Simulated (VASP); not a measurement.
# Ga2O3 (C2/m) in VASP: a series of runs

Ga2O3 is run at these levels: PBE; tasks: single point.

Program: VASP 6.6.1. These are calculated values, not measurements. Logs are shortened: lines on timing, memory, paths and dates and some standing lists are left out, and cuts for length are marked.

### Step 1. The cell of the first run

It takes space group C2/m (No. 12, monoclinic). The conventional cell has a = 12.375 Å, b = 3.077 Å, c = 5.874 Å, α = 90.00°, β = 103.83°, γ = 90.00°. Within 2.5 Å of Ga (site symmetry m) lie 4 O at 1.85 to 1.89 Å. Within 2.6 Å of Ga (site symmetry m) lie 6 O at 1.96 to 2.10 Å. O (site symmetry m) has 3 Ga at 1.85 to 1.96 Å within 2.5 Å. Within 2.5 Å of O (site symmetry m) lie 4 Ga at 1.89 to 2.10 Å. O (site symmetry m) has 3 Ga at 1.86 to 1.96 Å within 2.5 Å.

### Step 2. Single point, PBE (10.86 Å³/atom)

INCAR reads:

```
PREC     = Accurate       # precision mode
ENCUT    = 520            # plane-wave cutoff, eV
EDIFF    = 1E-7           # SCF threshold, eV
ISMEAR   = -1             # smearing method
SIGMA    = 0.02           # smearing width, eV
LREAL    = F              # projectors in reciprocal space
LASPH    = T              # aspherical terms in the spheres
NELM     = 80             # most SCF steps
ALGO     = Normal         # electronic algorithm
ISIF     = 2              # what is computed and relaxed
LWAVE    = F              # write WAVECAR
LCHARG   = F              # write CHGCAR
GGA      = PE             # functional
NBANDS   = 55             # bands
```

KPOINTS reads:

```
Automatic mesh
0
Gamma
  10 10 6
```

POSCAR reads:

```
Ga2O3
1.0
    6.1873644791     -1.5385332127      0.0000000000
    6.1873644791      1.5385332127      0.0000000000
   -1.4042276835      0.0000000000      5.7040962965
Ga O
4 6
Direct
    0.0905466420      0.0905466420      0.7951236857
    0.9094533580      0.9094533580      0.2048763143
    0.6586362902      0.6586362902      0.3138825852
    0.3413637098      0.3413637098      0.6861174148
    0.1646545523      0.1646545523      0.1093905807
    0.8353454477      0.8353454477      0.8906094193
    0.1733493999      0.1733493999      0.5633893006
    0.8266506001      0.8266506001      0.4366106994
    0.4959058003      0.4959058003      0.2560499004
    0.5040941997      0.5040941997      0.7439500996
```

Potentials or basis: VASP PAW PBE potentials, release 64 (Ga_d, O).

Launch:

```bash
$ cat potpaw_PBE.64/Ga_d/POTCAR potpaw_PBE.64/O/POTCAR > POTCAR
$ mpirun -np 1 vasp_std > vasp.out
```

OUTCAR:

```text
PREC = Accurate
   ENCUT = 520
   EDIFF = 1E-7
   ISMEAR = -1
   LREAL = F
   LASPH = T
   NELM = 80
   ISIF = 2
   GGA = PE

 ion  position               nearest neighbor table
   1  0.091  0.091  0.795-   5 1.85  10 1.86  10 1.86   7 1.89
   2  0.909  0.909  0.205-   6 1.85   9 1.86   9 1.86   8 1.89
   3  0.659  0.659  0.314-   9 1.96   5 1.96   5 1.96   8 2.03   7 2.10   7 2.10
   4  0.341  0.341  0.686-  10 1.96   6 1.96   6 1.96   7 2.03   8 2.10   8 2.10
   5  0.165  0.165  0.109-   1 1.85   3 1.96   3 1.96
   6  0.835  0.835  0.891-   2 1.85   4 1.96   4 1.96
   7  0.173  0.173  0.563-   1 1.89   4 2.03   3 2.10   3 2.10
   8  0.827  0.827  0.437-   2 1.89   3 2.03   4 2.10   4 2.10
   9  0.496  0.496  0.256-   2 1.86   2 1.86   3 1.96
  10  0.504  0.504  0.744-   1 1.86   1 1.86   4 1.96

  LATTYP: Found a base centered monoclinic cell.
 ALAT       =    12.3747289582
 B/A-ratio  =     0.2486572785
 C/A-ratio  =     0.4747093499
 COS(beta)  =    -0.2390419096

  Lattice vectors:

 A1 = (   6.1873644791,  -1.5385332127,   0.0000000000)
 A2 = (   6.1873644791,   1.5385332127,   0.0000000000)
 A3 = (  -1.4042276835,   0.0000000000,   5.7040962965)

Analysis of symmetry for initial positions (statically):
=====================================================================
 Subroutine PRICEL returns:
 Original cell was already a primitive cell.

 Routine SETGRP: Setting up the symmetry group for a
 base centered monoclinic supercell.

 Subroutine GETGRP returns: Found  4 space group operations
 (whereof  4 operations were pure point group operations)
 out of a pool of  4 trial point group operations.

The static configuration has the point symmetry C_2h.

Analysis of symmetry for dynamics (positions and initial velocities):
=====================================================================
 Subroutine PRICEL returns:
 Original cell was already a primitive cell.

 Routine SETGRP: Setting up the symmetry group for a
 base centered monoclinic supercell.

 Subroutine GETGRP returns: Found  4 space group operations
 (whereof  4 operations were pure point group operations)
 out of a pool of  4 trial point group operations.

The dynamic configuration has the point symmetry C_2h.

 Subroutine INISYM returns: Found  4 space group operations
 (whereof  4 operations are pure point group operations),
 and found     1 'primitive' translations

----------------------------------------------------------------------------------------

                                     Primitive cell

  volume of cell :     108.5999

  direct lattice vectors                    reciprocal lattice vectors
     6.187364479 -1.538533213  0.000000000     0.080809851 -0.324984860  0.019893674
     6.187364479  1.538533213  0.000000000     0.080809851  0.324984860  0.019893674
    -1.404227684  0.000000000  5.704096297     0.000000000  0.000000000  0.175312608

  length of vectors
     6.375779454  6.375779454  5.874399539     0.335471533  0.335471533  0.175312608

  position of ions in fractional coordinates (direct lattice)
     0.090546642  0.090546642  0.795123686
     0.909453358  0.909453358  0.204876314
     0.658636290  0.658636290  0.313882585
     0.341363710  0.341363710  0.686117415
     0.164654552  0.164654552  0.109390581
     0.835345448  0.835345448  0.890609419
     0.173349400  0.173349400  0.563389301
     0.826650600  0.826650600  0.436610699
     0.495905800  0.495905800  0.256049900
     0.504094200  0.504094200  0.743950100

  ion indices of the primitive-cell ions
   primitive index   ion index
                 1           1
                 2           2
                 3           3
                 4           4
                 5           5
                 6           6
                 7           7
                 8           8
                 9           9
                10          10

----------------------------------------------------------------------------------------

 KPOINTS: Automatic mesh

Automatic generation of k-mesh.
 Grid dimensions read from file:
 generate k-points for:   10   10    6

 Generating k-lattice:

  Cartesian coordinates                     Fractional coordinates (reciprocal lattice)
     0.008080985 -0.032498486  0.001989367     0.100000000  0.000000000  0.000000000
     0.008080985  0.032498486  0.001989367     0.000000000  0.100000000  0.000000000
     0.000000000  0.000000000  0.029218768     0.000000000  0.000000000  0.166666667

  Length of vectors
     0.033547153  0.033547153  0.029218768

  Shift w.r.t. Gamma in fractional coordinates (k-lattice)
     0.000000000  0.000000000  0.000000000

 Subroutine IBZKPT returns following result:
 ===========================================

 Found    172 irreducible k-points:

 Following reciprocal coordinates:
            Coordinates               Weight
  0.000000  0.000000  0.000000      1.000000
  0.100000 -0.000000 -0.000000      4.000000
  0.200000 -0.000000 -0.000000      4.000000
  0.300000 -0.000000  0.000000      4.000000
  0.400000  0.000000  0.000000      4.000000
  0.500000  0.000000 -0.000000      2.000000
[... 16 lines left out ...]
  0.300000  0.300000  0.000000      2.000000
  0.400000  0.300000 -0.000000      4.000000
 [... further k-points ...]
   k-points           NKPTS =    172   k-points in BZ     NKDIM =    172   number of bands    NBANDS=     55
   number of dos      NEDOS =    301   number of ions     NIONS =     10
   total plane-waves  NPLWV = 110592
   dimension x,y,z NGX =    48 NGY =   48 NGZ =   48
   dimension x,y,z NGXF=    96 NGYF=   96 NGZF=   96
   ions per type =               4   6
   NGX,Y,Z   is equivalent  to a cutoff of  12.52, 12.52, 13.58 a.u.
   NGXF,Y,Z  is equivalent  to a cutoff of  25.03, 25.03, 27.17 a.u.
 SYSTEM =  unknown system
   PREC   = accura    normal or accurate (medium, high low for compatibility)
   ISTART =      0    job   : 0-new  1-cont  2-samecut
   ICHARG =      2    charge: 1-file 2-atom 10-const
   ISPIN  =      1    spin polarized calculation?
   LNONCOLLINEAR =      F non collinear calculations
   LSORBIT =      F    spin-orbit coupling
   LASPH  =      T    aspherical Exc in radial PAW
   ENCUT  =  520.0 eV  38.22 Ry    6.18 a.u.  11.85 11.85 10.92*2*pi/ulx,y,z
   NELM   =     80;   NELMIN=  2; NELMDL= -5     # of ELM steps
   EDIFF  = 0.1E-06   stopping-criterion for ELM
   LREAL  =      F    real-space projection
   EDIFFG = 0.1E-05   stopping-criterion for IOM
   NSW    =      0    number of steps for IOM
   IBRION =     -1    ionic relax: 0-MD 1-quasi-New 2-CG
   NFREE  =      0    steps in history (QN), initial steepest desc. (CG)
   ISIF   =      2    stress and relaxation
   ISYM   =      2    0-nonsym 1-usesym 2-fastsym
   POTIM  = 0.5000    time-step for ionic-motion
   TEBEG  =    0.0;   TEEND  =   0.0 temperature during run
   PSTRESS=    0.0 pullay stress
   NELECT =      88.0000    total number of electrons
   NUPDOWN=      -1.0000    fix difference up-down
   EMIN   =  10.00;   EMAX   =-10.00  energy-range for DOS
   EFERMI =   0.00;   METHOD = LEGACY
   ISMEAR =    -1;   SIGMA  =   0.02  broadening in eV -4-tet -1-fermi 0-gaus
   EFERMI_NEDOS =   21; number of points for ismear=-14 and -15
   IALGO  =     38    algorithm
   IMIX   =      4    mixing-type and parameters
     AMIX     =   0.40;   BMIX     =  1.00
     AMIX_MAG =   1.60;   BMIX_MAG =  1.00
  volume/ion in A,a.u.               =      10.86        73.29
  Fermi-wavevector in a.u.,A,eV,Ry     =   1.526251  2.884196 31.693977  2.329442
  Thomas-Fermi vector in A             =   2.634310
   LORBIT       =      0    0 simple, 1 ext, 2 COOP (PROOUT), +10 PAW based schemes
   GGA     = PE    functional components
   LHFCALC =     F    Hartree Fock is set to
   AEXX    =    0.0000 exact exchange contribution
   IVDW    =     0    specifies the selected vdW correction
   LEPSILON=     F    determine dielectric tensor
   LRPA    =     F    only Hartree local field effects (RPA)
 non-spin polarized calculation
  energy-cutoff  :      520.00
  volume of cell :      108.60
 maximum number of plane-waves:      2950
   NGX = 23   NGY = 23   NGZ = 21

 number of electron      87.9999997 magnetization

 Free energy of the ion-electron system (eV)
  ---------------------------------------------------
  ext. energy  EPLUGINS =         0.00000000
  ---------------------------------------------------
  free energy    TOTEN  =       -59.66794346 eV

  energy without entropy =      -59.66794346  energy(sigma->0) =      -59.66794346

 E-fermi :   3.9801     XC(G=0): -11.4289

 val. band max:        3.5304745893   @ k =   0.5000   0.4000   0.5000
 cond. band min:       5.5956692197   @ k =   0.0000   0.0000   0.0000
 fundamental gap:      2.0651946304
 Fermi energy:         3.9801226923

 k-point     1 :       0.0000    0.0000    0.0000
  band No.  band energies     occupation
      1     -15.1560      2.00000
      2     -14.0803      2.00000
      3     -14.0438      2.00000
      4     -13.9274      2.00000
      5     -13.4925      2.00000
      6     -13.4814      2.00000
[... 47 lines left out ...]
     54      15.5689      0.00000
     55      15.8415      0.00000

 k-point     2 :       0.1000   -0.0000   -0.0000
  band No.  band energies     occupation
      1     -15.0826      2.00000
      2     -14.0549      2.00000
      3     -14.0443      2.00000
      4     -13.8759      2.00000
      5     -13.4950      2.00000
      6     -13.4820      2.00000
[... 47 lines left out ...]
     54      14.9456      0.00000
     55      15.2263      0.00000
[... 1216 lines left out ...]
     54      15.4810      0.00000
     55      15.6356      0.00000

 k-point    24 :       0.4000    0.3000   -0.0000
  band No.  band energies     occupation
      1     -14.8906      2.00000
      2     -14.4589      2.00000
      3     -14.0356      2.00000
      4     -13.6941      2.00000
      5     -13.5005      2.00000
      6     -13.4829      2.00000
[... 47 lines left out ...]
     54      14.6220      0.00000
     55      15.8464      0.00000

 [... further k-points ...]

------------------------ aborting loop because EDIFF is reached ----------------------------------------

  FORCE on cell =-STRESS in cart. coord.  units (eV):
  Direction    XX          YY          ZZ          XY          YZ          ZX
  --------------------------------------------------------------------------------------
  -------------------------------------------------------------------------------------
  Total        1.5489282      1.5192852      1.2590779      0.0000000      0.0000000      0.1354593
  in kB       22.8513813     22.4140569     18.5752112      0.0000000      0.0000000      1.9984352
  external PRESSURE =      21.2802165 kB  Pullay stress =       0.0000000 kB

 VOLUME and BASIS-vectors are now :
 -----------------------------------------------------------------------------
  energy-cutoff  :      520.00
  volume of cell :      108.60
      direct lattice vectors                 reciprocal lattice vectors
     6.187364479 -1.538533213  0.000000000     0.080809851 -0.324984860  0.019893674
     6.187364479  1.538533213  0.000000000     0.080809851  0.324984860  0.019893674
    -1.404227684  0.000000000  5.704096297     0.000000000  0.000000000  0.175312608

 POSITION                                       TOTAL-FORCE (eV/Angst)
 -----------------------------------------------------------------------------------
      0.00396      0.00000      4.53546         0.003506      0.000000      0.006854
     10.96655      0.00000      1.16863        -0.003506      0.000000     -0.006854
      7.70968      0.00000      1.79042        -0.014243      0.000000     -0.001956
      3.26082      0.00000      3.91368         0.014243      0.000000      0.001956
      1.88395      0.00000      0.62397         0.021740      0.000000     -0.016617
      9.08656      0.00000      5.08012        -0.021740      0.000000      0.016617
      1.35402      0.00000      3.21363        -0.012971      0.000000     -0.004691
      9.61648      0.00000      2.49047         0.012971      0.000000      0.004691
      5.77715      0.00000      1.46053        -0.000301      0.000000      0.003591
      5.19335      0.00000      4.24356         0.000301      0.000000     -0.003591
 -----------------------------------------------------------------------------------
    total drift:                                0.000000      0.000000     -0.000000

  FREE ENERGIE OF THE ION-ELECTRON SYSTEM (eV)
  ---------------------------------------------------
  free  energy   TOTEN  =       -59.6679434634 eV

  energy  without entropy=      -59.6679434634  energy(sigma->0) =      -59.66794346
```

It took 44 min on 1 thread of Oxide Virtual Turin-like, shared host; peak memory 0.8 GiB.

Results:

* Free energy: -59.6679 eV
* Pressure: 2.1 GPa
* Largest force: 0.027 eV/Å
* Band gap on the k mesh: 2.07 eV (least direct gap 2.10 eV)

Forces on the atoms (eV/Å):
```
Ga   0.004  0.000  0.007
Ga  -0.004  0.000 -0.007
Ga  -0.014  0.000 -0.002
Ga   0.014  0.000  0.002
O    0.022  0.000 -0.017
O   -0.022  0.000  0.017
O   -0.013  0.000 -0.005
O    0.013  0.000  0.005
O    0.000  0.000  0.004
O    0.000  0.000 -0.004
```

A k mesh can miss the band edges.

(Part 1 of 2 ends here.)
